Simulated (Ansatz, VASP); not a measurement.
SiC: VASP beside Ansatz

The input INCAR:

```
SYSTEM = SiC
  ALGO = Normal
  EDIFF = 1E-6
  ENCUT = 600
  GGA = PE
  GGA_COMPAT = .False.
  ISIF = 2
  ISMEAR = 0
  LASPH = .True.
  LCHARG = .False.
  LREAL = .False.
  LWAVE = .False.
  NBANDS = 11
  NELM = 120
  PREC = Accurate
  SIGMA = 0.02
```

KPOINTS

```
k-points
0
Gamma
  10 10 10
  0 0 0
```

The input POSCAR:

```
SiC
1.0
    0.0000000000      2.2115554332      2.2115554332
    2.2115554332      0.0000000000      2.2115554332
    2.2115554332      2.2115554332      0.0000000000
Si C
1 1
Direct
    0.0000000000      0.0000000000      0.0000000000
    0.2500000000      0.2500000000      0.2500000000
```

Input for Ansatz:

```yaml
crystal:
  lattice:
    - [0.0, 2.2115554332, 2.2115554332]
    - [2.2115554332, 0.0, 2.2115554332]
    - [2.2115554332, 2.2115554332, 0.0]
  atoms:
    - { symbol: Si, position: [0.0, 0.0, 0.0] }
    - { symbol: C, position: [0.25, 0.25, 0.25] }
basis:
  ecutwfc: 420
kpoints:
  mp_grid: { grid: [10, 10, 10] }
hamiltonian:
  xc: pbe
scf:
  occupations: { method: gaussian, width: 0.02 }
output:
  forces: true
  stress: true
  eigenvalues: true
```

Alike in both runs: task single point; functional PBE; k mesh 10 × 10 × 10; occupations gaussian, width 0.02 eV; no spin polarisation.

```csv
,VASP,Ansatz
version,VASP 6.6.1,Ansatz 0.2.0
potentials or method,"VASP PAW PBE potentials, release 64 (Si, C), cutoff 600 eV","scalar-relativistic, plane waves, PAW"
valence electrons in the cell,8,8
```

|  | VASP | Ansatz | Ansatz less VASP |
| --- | --- | --- | --- |
| gap on the k mesh at the Fermi level (eV) | 1.40 | 1.40 | +0.001 |
| least direct gap on the mesh (eV) | 4.50 | 4.50 | +0.003 |
| pressure (GPa) | -6.1 | -5.9 | +0.17 |
